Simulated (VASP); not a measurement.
# NaF (Fm-3m) in VASP: further runs

The runs below take NaF through single point, with HSE06, PBE-based global hybrid with 35 % exact exchange, PBE-based screened hybrid with 75 % exact exchange, PBE-based global hybrid with 75 % exact exchange.

Everything below comes from runs of VASP 6.6.1. Logs are shortened: lines on timing, memory, paths and dates and some standing lists are left out, and cuts for length are marked.

**1. The cell of the first run**

The structure is cubic, space group Fm-3m (No. 225). Conventional cell: a = 4.594 Å, b = 4.594 Å, c = 4.594 Å, α = 90.00°, β = 90.00°, γ = 90.00°. Na (site symmetry m-3m) has 6 F at 2.30 Å within 3.0 Å. Within 3.0 Å of F (site symmetry m-3m) lie 6 Na at 2.30 Å.

**2. Single point, HSE06**

Contents of POSCAR:

```
NaF
1.0
    0.0000000000      2.2971680881      2.2971680881
    2.2971680881      0.0000000000      2.2971680881
    2.2971680881      2.2971680881      0.0000000000
Na F
1 1
Direct
    0.0000000000      0.0000000000      0.0000000000
    0.5000000000      0.5000000000      0.5000000000
```

Contents of INCAR.step1:

```
PREC = Accurate
ENCUT = 520
EDIFF = 1E-5
ISMEAR = 0
SIGMA = 0.01
LREAL = False
LASPH = True
NELM = 80
ALGO = Normal
ISIF = 2
LWAVE = True
LCHARG = False
NBANDS = 14
GGA = PE
```

Contents of INCAR.step2:

```
PREC = Accurate
ENCUT = 520
EDIFF = 1E-6
ISMEAR = 0
SIGMA = 0.01
LREAL = False
LASPH = True
NELM = 80
ALGO = Normal
ISIF = 2
LWAVE = False
LCHARG = False
GGA = PE
LHFCALC = True
HFSCREEN = 0.2079
PRECFOCK = Normal
NBANDS = 14
ISTART = 1
```

Contents of KPOINTS:

```
Automatic mesh
0
Gamma
  4 4 4
```

Potentials or basis: VASP PAW PBE potentials, release 64 (Na_pv, F).

Launch:

```sh
cat potpaw_PBE.64/Na_pv/POTCAR potpaw_PBE.64/F/POTCAR > POTCAR
cp INCAR.step1 INCAR
mpirun -np 1 vasp_std > vasp.out
cp INCAR.step2 INCAR
mpirun -np 1 vasp_std > vasp.out
```

OUTCAR:

```text
PREC = Accurate
   ENCUT = 520
   EDIFF = 1E-6
   ISMEAR = 0
   LREAL = False
   LASPH = True
   NELM = 80
   ISIF = 2
   GGA = PE
   LHFCALC = True
   HFSCREEN = 0.2079
   PRECFOCK = Normal
   ISTART = 1

 ion  position               nearest neighbor table
   1  0.000  0.000  0.000-   2 2.30   2 2.30   2 2.30   2 2.30   2 2.30   2 2.30
   2  0.500  0.500  0.500-   1 2.30   1 2.30   1 2.30   1 2.30   1 2.30   1 2.30

  LATTYP: Found a face centered cubic cell.
 ALAT       =     4.5943361762

  Lattice vectors:

 A1 = (   0.0000000000,   2.2971680881,   2.2971680881)
 A2 = (   2.2971680881,   0.0000000000,   2.2971680881)
 A3 = (   2.2971680881,   2.2971680881,   0.0000000000)

Analysis of symmetry for initial positions (statically):
=====================================================================
 Subroutine PRICEL returns:
 Original cell was already a primitive cell.

 Routine SETGRP: Setting up the symmetry group for a
 face centered cubic supercell.

 Subroutine GETGRP returns: Found 48 space group operations
 (whereof 48 operations were pure point group operations)
 out of a pool of 48 trial point group operations.

The static configuration has the point symmetry O_h .

Analysis of symmetry for dynamics (positions and initial velocities):
=====================================================================
 Subroutine PRICEL returns:
 Original cell was already a primitive cell.

 Routine SETGRP: Setting up the symmetry group for a
 face centered cubic supercell.

 Subroutine GETGRP returns: Found 48 space group operations
 (whereof 48 operations were pure point group operations)
 out of a pool of 48 trial point group operations.

The dynamic configuration has the point symmetry O_h .

 Subroutine INISYM returns: Found 48 space group operations
 (whereof 48 operations are pure point group operations),
 and found     1 'primitive' translations

----------------------------------------------------------------------------------------

                                     Primitive cell

  volume of cell :      24.2442

  direct lattice vectors                    reciprocal lattice vectors
     0.000000000  2.297168088  2.297168088    -0.217659301  0.217659301  0.217659301
     2.297168088  0.000000000  2.297168088     0.217659301 -0.217659301  0.217659301
     2.297168088  2.297168088  0.000000000     0.217659301  0.217659301 -0.217659301

  length of vectors
     3.248686265  3.248686265  3.248686265     0.376996968  0.376996968  0.376996968

  position of ions in fractional coordinates (direct lattice)
     0.000000000  0.000000000  0.000000000
     0.500000000  0.500000000  0.500000000

  ion indices of the primitive-cell ions
   primitive index   ion index
                 1           1
                 2           2

----------------------------------------------------------------------------------------

 KPOINTS: Automatic mesh

Automatic generation of k-mesh.
 Grid dimensions read from file:
 generate k-points for:    4    4    4

 Generating k-lattice:

  Cartesian coordinates                     Fractional coordinates (reciprocal lattice)
    -0.054414825  0.054414825  0.054414825     0.250000000  0.000000000  0.000000000
     0.054414825 -0.054414825  0.054414825     0.000000000  0.250000000  0.000000000
     0.054414825  0.054414825 -0.054414825     0.000000000  0.000000000  0.250000000

  Length of vectors
     0.094249242  0.094249242  0.094249242

  Shift w.r.t. Gamma in fractional coordinates (k-lattice)
     0.000000000  0.000000000  0.000000000

 Subroutine IBZKPT returns following result:
 ===========================================

 Found      8 irreducible k-points:

 Following reciprocal coordinates:
            Coordinates               Weight
  0.000000  0.000000  0.000000      1.000000
  0.250000  0.000000  0.000000      8.000000
  0.500000  0.000000  0.000000      4.000000
  0.250000  0.250000  0.000000      6.000000
  0.500000  0.250000  0.000000     24.000000
 -0.250000  0.250000  0.000000     12.000000
  0.500000  0.500000  0.000000      3.000000
 -0.250000  0.500000  0.250000      6.000000
   k-points           NKPTS =      8   k-points in BZ     NKDIM =     64   number of bands    NBANDS=     14
   number of dos      NEDOS =    301   number of ions     NIONS =      2
   total plane-waves  NPLWV =  13824
   dimension x,y,z NGX =    24 NGY =   24 NGZ =   24
   dimension x,y,z NGXF=    48 NGYF=   48 NGZF=   48
   ions per type =               1   1
   NGX,Y,Z   is equivalent  to a cutoff of  12.28, 12.28, 12.28 a.u.
   NGXF,Y,Z  is equivalent  to a cutoff of  24.56, 24.56, 24.56 a.u.
 SYSTEM =  unknown system
   PREC   = accura    normal or accurate (medium, high low for compatibility)
   ISTART =      1    job   : 0-new  1-cont  2-samecut
   ICHARG =      0    charge: 1-file 2-atom 10-const
   ISPIN  =      1    spin polarized calculation?
   LNONCOLLINEAR =      F non collinear calculations
   LSORBIT =      F    spin-orbit coupling
   LASPH  =      T    aspherical Exc in radial PAW
   ENCUT  =  520.0 eV  38.22 Ry    6.18 a.u.   6.04  6.04  6.04*2*pi/ulx,y,z
   NELM   =     80;   NELMIN=  2; NELMDL=  0     # of ELM steps
   EDIFF  = 0.1E-05   stopping-criterion for ELM
   LREAL  =      F    real-space projection
   EDIFFG = 0.1E-04   stopping-criterion for IOM
   NSW    =      0    number of steps for IOM
   IBRION =     -1    ionic relax: 0-MD 1-quasi-New 2-CG
   NFREE  =      0    steps in history (QN), initial steepest desc. (CG)
   ISIF   =      2    stress and relaxation
   ISYM   =      3    0-nonsym 1-usesym 2-fastsym
   POTIM  = 0.5000    time-step for ionic-motion
   TEBEG  =    0.0;   TEEND  =   0.0 temperature during run
   PSTRESS=    0.0 pullay stress
   NELECT =      14.0000    total number of electrons
   NUPDOWN=      -1.0000    fix difference up-down
   EMIN   =  10.00;   EMAX   =-10.00  energy-range for DOS
   EFERMI =   0.00;   METHOD = LEGACY
   ISMEAR =     0;   SIGMA  =   0.01  broadening in eV -4-tet -1-fermi 0-gaus
   EFERMI_NEDOS =   21; number of points for ismear=-14 and -15
   IALGO  =     38    algorithm
   IMIX   =      1    mixing-type and parameters
     AMIX     =   0.40;   BMIX     =  1.00
     AMIX_MAG =   1.60;   BMIX_MAG =  1.00
  volume/ion in A,a.u.               =      12.12        81.80
  Fermi-wavevector in a.u.,A,eV,Ry     =   1.363269  2.576204 25.286442  1.858501
  Thomas-Fermi vector in A             =   2.489686
   LORBIT       =      0    0 simple, 1 ext, 2 COOP (PROOUT), +10 PAW based schemes
   GGA     = PE    functional components
   LHFCALC =     T    Hartree Fock is set to
   PRECFOCK=normal    Normal, Fast or Accurate (Low or Medium for compatibility)
   ENCUT4O =  -1.0   cutoff for four orbital integrals eV
   NKREDX  =     1    reduce k-point grid by
   NKREDY  =     1    reduce k-point grid by
   NKREDZ  =     1    reduce k-point grid by
   AEXX    =    0.2500 exact exchange contribution
   HFSCREEN=    0.2079 screening length (either q_TF or 0.3 A-1)
   HFSCREENC=   0.2079 screening length for correlation (either q_TF or 0.3 A-1)
   ENCUTFOCK=  -1.0 apply spherical cutoff to Coloumb kernel
   IVDW    =     0    specifies the selected vdW correction
   LEPSILON=     F    determine dielectric tensor
   LRPA    =     F    only Hartree local field effects (RPA)
 non-spin polarized calculation
 Gauss-broadening in eV      SIGMA  =   0.01
  energy-cutoff  :      520.00
  volume of cell :       24.24
 maximum number of plane-waves:       656
  NGX = 20; NGY = 20; NGZ = 20

 number of electron      13.9999992 magnetization

 Free energy of the ion-electron system (eV)
  ---------------------------------------------------
  ext. energy  EPLUGINS =         0.00000000
  ---------------------------------------------------
  free energy    TOTEN  =       -10.30846411 eV

  energy without entropy =      -10.30846411  energy(sigma->0) =      -10.30846411

 E-fermi :  -3.5638     XC(G=0):  -7.6047

 val. band max:       -3.6580248441   @ k =   0.0000   0.0000   0.0000
 cond. band min:       4.9479837811   @ k =   0.0000   0.0000   0.0000
 fundamental gap:      8.6060086252
 Fermi energy:        -3.5638049244

 k-point     1 :       0.0000    0.0000    0.0000
  band No.  band energies     occupation
      1     -24.4326      2.00000
      2     -23.9467      2.00000
      3     -23.9467      2.00000
      4     -23.9467      2.00000
      5      -3.6580      2.00000
      6      -3.6580      2.00000
      7      -3.6580      2.00000
      8       4.9480      0.00000
      9      17.8996      0.00000
     10      17.8996      0.00000
     11      17.8996      0.00000
     12      20.5662      0.00000
     13      23.2376      0.00000
     14      23.2376      0.00000

 k-point     2 :       0.2500    0.0000    0.0000
  band No.  band energies     occupation
      1     -24.7978      2.00000
      2     -23.9523      2.00000
      3     -23.9523      2.00000
      4     -23.5000      2.00000
      5      -4.5862      2.00000
      6      -3.8005      2.00000
      7      -3.8005      2.00000
      8       6.8753      0.00000
      9      13.9719      0.00000
     10      18.7471      0.00000
     11      18.7471      0.00000
     12      21.9963      0.00000
     13      21.9963      0.00000
     14      23.5977      0.00000
[... 71 lines left out ...]
      1     -24.1558      2.00000
      2     -24.0914      2.00000
      3     -24.0018      2.00000
      4     -24.0018      2.00000
      5      -5.0214      2.00000
      6      -4.1013      2.00000
      7      -4.1013      2.00000
      8      11.9283      0.00000
      9      12.0848      0.00000
     10      12.5927      0.00000
     11      19.0734      0.00000
     12      19.0734      0.00000
     13      23.4127      0.00000
     14      28.2082      0.00000

 k-point     8 :      -0.2500    0.5000    0.2500
  band No.  band energies     occupation
      1     -24.5705      2.00000
      2     -24.0462      2.00000
      3     -24.0462      2.00000
      4     -23.5473      2.00000
      5      -4.5938      2.00000
      6      -4.5938      2.00000
      7      -4.2754      2.00000
      8      12.0394      0.00000
      9      12.0394      0.00000
     10      14.2862      0.00000
     11      16.0213      0.00000
     12      22.6974      0.00000
     13      22.6974      0.00000
     14      26.3459      0.00000

------------------------ aborting loop because EDIFF is reached ----------------------------------------

  FORCE on cell =-STRESS in cart. coord.  units (eV):
  Direction    XX          YY          ZZ          XY          YZ          ZX
  --------------------------------------------------------------------------------------
  -------------------------------------------------------------------------------------
  Total        0.2463695      0.2463695      0.2463695      0.0000000      0.0000000      0.0000000
  in kB       16.2813056     16.2813056     16.2813056      0.0000000      0.0000000      0.0000000
  external PRESSURE =      16.2813056 kB  Pullay stress =       0.0000000 kB

 VOLUME and BASIS-vectors are now :
 -----------------------------------------------------------------------------
  energy-cutoff  :      520.00
  volume of cell :       24.24
      direct lattice vectors                 reciprocal lattice vectors
     0.000000000  2.297168088  2.297168088    -0.217659301  0.217659301  0.217659301
     2.297168088  0.000000000  2.297168088     0.217659301 -0.217659301  0.217659301
     2.297168088  2.297168088  0.000000000     0.217659301  0.217659301 -0.217659301

 POSITION                                       TOTAL-FORCE (eV/Angst)
 -----------------------------------------------------------------------------------
      0.00000      0.00000      0.00000        -0.000000     -0.000000     -0.000000
      2.29717      2.29717      2.29717         0.000000      0.000000      0.000000
 -----------------------------------------------------------------------------------
    total drift:                                0.000001      0.000002      0.000002

  FREE ENERGIE OF THE ION-ELECTRON SYSTEM (eV)
  ---------------------------------------------------
  free  energy   TOTEN  =       -10.3084641113 eV

  energy  without entropy=      -10.3084641113  energy(sigma->0) =      -10.30846411
```

Run time: 57 s. Hardware: 1 thread of Intel Xeon 6975P-C (Granite Rapids), shared host; peak memory 0.22 GiB.

Results:

```yaml
Free_energy: -10.3085 eV
Pressure: 1.6 GPa
Band_gap_on_the_k_mesh: 8.61 eV
```

Levels at points of the mesh, in eV from the valence-band top:
| k point | band 5 | band 6 | band 7 | band 8 | band 9 | band 10 |
| --- | --- | --- | --- | --- | --- | --- |
| (0.00, 0.00, 0.00) | 0.00 | 0.00 | 0.00 | 8.61 | 21.56 | 21.56 |
| (0.50, 0.00, 0.00) | -1.68 | -0.28 | -0.28 | 13.17 | 15.07 | 22.85 |
| (0.50, 0.50, 0.00) | -1.36 | -0.44 | -0.44 | 15.59 | 15.74 | 16.25 |

Caveat: the k points lie up to 0.59 Å⁻¹ apart; the PAW data sets were made with another functional, which shifts forces and pressure a little.

(Continued in part 2 of 2.)
